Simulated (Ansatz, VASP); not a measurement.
**One calculation of V, two programs**

Contents of INCAR:

```
SYSTEM = V
ALGO = Normal
EDIFF = 1E-6
ENCUT = 520
GGA = PE
ISIF = 2
ISMEAR = -1
ISPIN = 2
LASPH = .TRUE.
LCHARG = .TRUE.
LELF = .TRUE.
LMAXMIX = 4
LORBIT = 11
LREAL = .FALSE.
LVHAR = .TRUE.
LWAVE = .FALSE.
MAGMOM = 1
NBANDS = 16
NELM = 150
PREC = Accurate
SIGMA = 0.05
```

Contents of KPOINTS:

```
k-points
0
G
  11 11 11
  0 0 0
```

POSCAR

```
V
1.0
   -1.4620888496      1.4620888496      1.4620888496
    1.4620888496     -1.4620888496      1.4620888496
    1.4620888496      1.4620888496     -1.4620888496
V
1
Direct
    0.0000000000      0.0000000000      0.0000000000
```

Input for Ansatz:

```yaml
crystal:
  lattice:
    - [-1.4620888495775355, 1.4620888495775355, 1.4620888495775355]
    - [1.4620888495775355, -1.4620888495775355, 1.4620888495775355]
    - [1.4620888495775355, 1.4620888495775355, -1.4620888495775355]
  atoms:
    - { symbol: V, position: [0.0, 0.0, 0.0], spin: 1.0 }
basis:
  ecutwfc: 550.0
kpoints:
  mp_grid:
    grid: [11, 11, 11]
hamiltonian:
  xc: pbe
magnetization:
  spin_polarized: true
scf:
  occupations:
    method: fermi_dirac
    width: 0.05
```

Alike in both runs: task single point; functional PBE; k mesh 11 × 11 × 11; occupations fermi-dirac, width 0.05 eV; collinear spin.

|  | VASP | Ansatz |
| --- | --- | --- |
| version | VASP 6.6.1 | Ansatz 0.2.0 |
| potentials or method | VASP PAW PBE potentials, release 64 (V_sv), cutoff 520 eV | plane waves, PAW |
| valence electrons in the cell | 13 | 13 |

```csv
,VASP,Ansatz,Ansatz less VASP
net moment per atom (μB),0.00,0.00,-0.001
```

Ansatz's warnings: seeded moment not kept.
